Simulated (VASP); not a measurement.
## V: single point with PBE

The system is V.

```xyz
1
Lattice="0.0000 1.9107 1.9107 1.9107 0.0000 1.9107 1.9107 1.9107 0.0000" Properties=species:S:1:pos:R:3 pbc="T T T"
V     0.0000    0.0000    0.0000
```

- Program: VASP 6.6.1
- Task: single point
- Functional: PBE
- Potentials or basis: VASP PAW PBE potentials, release 64 (V_sv)
- Cutoff: 500 eV
- k mesh: 8 × 8 × 8
- Occupations: fermi-dirac, width 0.1 eV
- Spin: no spin polarisation
- Dipole correction: no
- Further INCAR settings: ALGO = Normal; EDIFF = 1e-06; NBANDS = 12

```yaml
Pressure: 0.1 GPa
```

Levels at points of the mesh, in eV from the Fermi level:
```csv
k point,band 2,band 3,band 4,band 5,band 6,band 7,band 8,band 9,band 10,band 11
"(0.00, 0.00, 0.00)",-37.45,-37.45,-37.45,-6.82,0.16,0.16,0.16,1.89,1.89,17.60
"(0.50, 0.00, 0.00)",-38.25,-37.55,-37.55,-3.31,0.04,0.04,0.78,3.04,3.04,8.92
"(0.50, 0.50, 0.00)",-38.20,-37.73,-37.73,-3.44,-2.60,3.02,3.34,3.34,3.36,11.62
```

Run time: 3.9 s on 1 thread of Intel(R) Xeon(R) Platinum 8375C CPU @ 2.90GHz (Ice Lake) (shared host), peak memory 0.12 GiB.
